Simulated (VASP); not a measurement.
Write the native input for VASP 6.6.1 that does the following.

```yaml
Task: single point
Functional: PBEsol
Potentials_or_basis: VASP PAW PBE potentials, release 64 (V_sv)
Cutoff: 520 eV
k_mesh: 8 × 8 × 8
Occupations: gaussian, width 0.1 eV
Spin: collinear spin, ferromagnetic start
Starting_moments: "[2.0] μB"
Dipole_correction: no
Further_INCAR_settings: ALGO = Normal; EDIFF = 1e-06; NBANDS = 16
```

The structure of V lies in POSCAR:

```
V
1.0
    0.0000000000      1.9662995693      1.9662995693
    1.9662995693      0.0000000000      1.9662995693
    1.9662995693      1.9662995693      0.0000000000
V
1
Direct
    0.0000000000      0.0000000000      0.0000000000
```

The input as run:

INCAR

```
SYSTEM = V
PREC = Accurate
ENCUT = 520
EDIFF = 1E-6
ISMEAR = 0
SIGMA = 0.1
LREAL = .FALSE.
LASPH = .TRUE.
NELM = 150
ALGO = Normal
ISIF = 2
LWAVE = .FALSE.
LCHARG = .FALSE.
ISPIN = 2
MAGMOM = 2
LORBIT = 11
LMAXMIX = 4
GGA = PS
NBANDS = 16
```

KPOINTS

```
regular mesh
0
G
  8 8 8
  0 0 0
```

Potentials or basis: VASP PAW PBE potentials, release 64 (V_sv).

The run is started by

```sh
$ cat potpaw_PBE.64/V_sv/POTCAR > POTCAR
$ mpirun -np 1 vasp_std > vasp.out
```

Results of the run:

* Pressure: -18.4 GPa
* Net moment: 0.00 μB per cell
* Valence electrons inside the program's atomic spheres: V 11.46

Caveat: the PAW data sets were made with another functional, which shifts forces and pressure a little.

Wall time 38 s on 1 thread of AMD EPYC 7R13, on a shared host, peak memory 0.12 GiB.
